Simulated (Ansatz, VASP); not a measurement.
## Mo3P2 in VASP and in Ansatz

```xyz
10
Lattice="0.0000 4.2465 6.7563 2.5384 0.0000 6.7563 2.5384 4.2465 0.0000" Properties=species:S:1:pos:R:3 pbc="T T T"
Mo    2.5384    5.5807    5.2650
Mo    2.5384    5.5807    8.2476
Mo    2.5384    2.9123    8.2476
Mo    2.5384    2.9123    5.2650
Mo    2.5384    4.2465   11.0328
Mo    2.5384    4.2465    2.4797
P     3.9816    4.2465    6.7563
P     1.0952    4.2465    6.7563
P     3.8076    6.3698   10.1344
P     1.2692    2.1233    3.3781
```

Alike in both runs: functional PBE; k mesh 10 × 10 × 10; occupations gaussian, width 0.1 eV; no spin polarisation.

Ansatz relaxed the structure, and its values are those at the end. VASP's run is a single point on that final structure, the one shown.

|  | VASP | Ansatz |
| --- | --- | --- |
| version | VASP 6.6.1 | Ansatz 0.2.0 |
| potentials or method | VASP PAW PBE potentials, release 64 (Mo_sv, P), cutoff 520 eV | scalar-relativistic, plane waves, PAW |
| valence electrons in the cell | 104 | 104 |

VASP gave:

| Property | Result |
| --- | --- |
| gap on the k mesh at the Fermi level (eV) | none |
| pressure (GPa) | 0.1 |
| rms of the force components (eV/Å) | 0.012 |

Q: What did Ansatz give for the same quantities?

A: gap on the k mesh at the Fermi level (eV): none; pressure (GPa): 0.0; rms of the force components (eV/Å): 0.001.

A gap of «none» marks a metal or a gap that the smearing closes.
